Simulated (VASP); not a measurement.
Input of a VASP 6.6.1 run:

Contents of INCAR:

```
SYSTEM = MgO
  PREC = Accurate
  ENCUT = 600
  EDIFF = 1E-6
  ISMEAR = 0
  SIGMA = 0.01
  LREAL = .False.
  LASPH = .True.
  NELM = 120
  ALGO = Normal
  ISIF = 2
  LWAVE = .False.
  LCHARG = .False.
  GGA = RE
  NBANDS = 11
  GGA_COMPAT = .False.
```

KPOINTS

```
regular mesh
0
Gamma
  8 8 8
  0 0 0
```

The input POSCAR:

```
MgO
1.0
    0.0000000000      2.1362466030      2.1362466030
    2.1362466030      0.0000000000      2.1362466030
    2.1362466030      2.1362466030      0.0000000000
Mg O
1 1
Direct
    0.0000000000      0.0000000000      0.0000000000
    0.5000000000      0.5000000000      0.5000000000
```

Potentials or basis: VASP PAW PBE potentials, release 64 (Mg, O).

The run is started by

```sh
$ cat potpaw_PBE.64/Mg/POTCAR potpaw_PBE.64/O/POTCAR > POTCAR
$ mpirun -np 1 vasp_std > vasp.out
```

What does it give for the band gap on the k mesh?

4.41 eV, direct.

Predict the pressure.

0.5 GPa.

Caveat: the PAW data sets were made with another functional, which shifts forces and pressure a little.

**Measured values to compare with.**

“Electronic structure of alkaline earth and post-transition metal oxides”, 2009, arxiv:0908.1581 quotes, for a bulk crystal of MgO: band gap 7.83 eV.

Measured gap of MgO: 7.83 eV (quoted in “Electronic structure of alkaline earth and post-transition metal oxides”, 2009, arxiv:0908.1581). This calculation gives 4.41 eV (-3.42 eV). The value is that of revPBE, without temperature or zero-point motion. Semilocal functionals fall short of measured gaps as a rule.
